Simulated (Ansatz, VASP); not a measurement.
## Two plane-wave programs on Ga2GeO2

```
Ga Ge O
1.0
     4.33999    0.00000    0.00000
    -2.16999    3.75854    0.00000
     0.00000    0.00000    6.76854
Ga Ge O
2 1 2
Direct
  0.33333 0.66667 0.50000
  0.66667 0.33333 0.50000
  0.00000 0.00000 0.00000
  0.00000 0.00000 0.74095
  0.00000 0.00000 0.25905
```

Alike in both runs: task relaxation of cell and atoms; functional PBE; k mesh 12 × 12 × 6; occupations gaussian, width 0.1 eV; no spin polarisation.

```csv
,VASP,Ansatz
version,VASP 6.6.1,Ansatz 0.2.0
potentials or method,"VASP PAW PBE potentials, release 64 (Ga_d, Ge_d, O), cutoff 600 eV","scalar-relativistic, plane waves, PAW"
valence electrons in the cell,52,52
```

|  | VASP | Ansatz | Ansatz less VASP |
| --- | --- | --- | --- |
| gap on the k mesh at the Fermi level, each at its own relaxed structure (eV) | none | none | - |
| relaxed volume (Å³/atom) | 22.10 | 22.14 | +0.040 |
| relaxed cell length with the largest relative difference (Å) | 6.726 | 6.737 | +0.0112 |

A gap of «none» marks a metal or a gap that the smearing closes.
